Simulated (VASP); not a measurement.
Write the native input for VASP 6.6.1 that does the following.

```yaml
Task: single point
Functional: PBE
Potentials_or_basis: VASP PAW PBE potentials, release 64 (Zr_sv, B)
Cutoff: 520 eV
k_mesh: 4 × 4 × 6
Occupations: gaussian, width 0.1 eV
Spin: collinear spin
Starting_moments: "[1.0, 1.0, 0.0, 0.0, 0.0, 0.0] μB"
Dipole_correction: no
Further_INCAR_settings: ALGO = Normal; EDIFF = 1e-07; NBANDS = 31
```

The structure of ZrB2 lies in POSCAR:

```
ZrB2
1.0
    6.4010243062      0.0000000000      0.0000000000
    0.0000000000      6.4010243062      0.0000000000
    0.0000000000      0.0000000000      2.6111780539
Zr B
2 4
Direct
    0.5000000000      0.5000000000      0.0000000000
    0.0000000000      0.0000000000      0.5000000000
    0.2500000000      0.7500000000      0.7500000000
    0.7500000000      0.2500000000      0.7500000000
    0.7500000000      0.7500000000      0.2500000000
    0.2500000000      0.2500000000      0.2500000000
```

The cell was generated, and may not be a known phase.

One way to write it, as run:

INCAR

```
ALGO = Normal ; EDIFF = 1E-7
ENCUT = 520 ; GGA = PE
ISIF = 2 ; ISMEAR = 0
ISPIN = 2 ; LASPH = T
LCHARG = T ; LELF = T
LMAXMIX = 4 ; LORBIT = 11
LREAL = F ; LVHAR = T
LWAVE = F ; MAGMOM = 1 1 0 0 0 0
NBANDS = 31 ; NELM = 150
PREC = Accurate ; SIGMA = 0.1
```

KPOINTS

```
k-points
0
Gamma
  4 4 6
```

Potentials or basis: VASP PAW PBE potentials, release 64 (Zr_sv, B).

Run with:

```sh
$ cat potpaw_PBE.64/Zr_sv/POTCAR potpaw_PBE.64/B/POTCAR > POTCAR
$ mpirun -np 1 vasp_std > vasp.out
```

Results of the run:

The pressure is -0.2 GPa. The net moment is 0.22 μB per cell, the site moments are Zr +0.08; B +0.01 μB and the valence electrons inside the program's atomic spheres are Zr 10.12; B 1.54.

Caveat: the k points lie up to 0.40 Å⁻¹ apart.

Wall time 2.3 min on 1 thread of Intel(R) Xeon(R) Platinum 8259CL CPU @ 2.50GHz (Skylake/Cascade Lake), with other jobs on the host, peak memory 0.3 GiB.
